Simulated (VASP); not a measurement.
Crystal: NaCl.

```
CELL_PARAMETERS angstrom
0.03265 2.80273 2.80273
2.80273 0.03265 2.80273
2.83538 2.83538 0.00000
ATOMIC_POSITIONS crystal
Na 0.00000 0.00000 0.00000
Cl 0.50000 0.50000 0.50000
```

This cell differs from its parent crystal: shear xy strain +2.3%.

Base run:

```yaml
Program: VASP 6.6.1
Functional: PBE
Potentials_or_basis: VASP PAW PBE potentials, release 64 (Na_pv, Cl)
Cutoff: 520 eV
k_mesh: 8 × 8 × 8
Occupations: fermi-dirac, width 0.02 eV
Spin: no spin polarisation
```

Its results: band gap on the k mesh 5.13 eV; pressure 1.2 GPa.

Problem. The run is repeated on the same cell with these changes: functional from PBE to r2SCAN; occupations from fermi-dirac, width 0.02 eV to gaussian, width 0.01 eV. What comes out?

Solution. Band gap on the k mesh 5.95 eV; pressure -0.1 GPa.

Caveats: the PAW data sets were made with another functional, which shifts forces and pressure a little (at least some runs).

A k mesh can miss the band edges.
